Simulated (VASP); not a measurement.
The system is BAs.

```
B As
1.0
     0.00000    2.39187    2.39187
     2.39187    0.00000    2.39187
     2.39187    2.39187    0.00000
B As
1 1
Direct
  0.00000 0.00000 0.00000
  0.25000 0.25000 0.25000
```

Base run:

- Program: VASP 6.6.1
- Functional: PBE0
- Potentials or basis: VASP PAW PBE potentials, release 64 (B, As)
- Cutoff: 520 eV
- k mesh: 6 × 6 × 6
- Occupations: gaussian, width 0.01 eV
- Spin: no spin polarisation

Its results: band gap on the k mesh 2.65 eV, indirect (least direct gap 4.81 eV); pressure -1.3 GPa.

Q: The run is repeated on the same cell with these changes: functional from PBE0 to r2SCAN. What comes out?

A: Band gap on the k mesh 1.47 eV, indirect (least direct gap 3.44 eV); pressure 0.3 GPa.

PBE0 gives the wider gap, since exact exchange removes part of the self-interaction.

Caveats: the PAW data sets were made with another functional, which shifts forces and pressure a little.

A k mesh can miss the band edges.
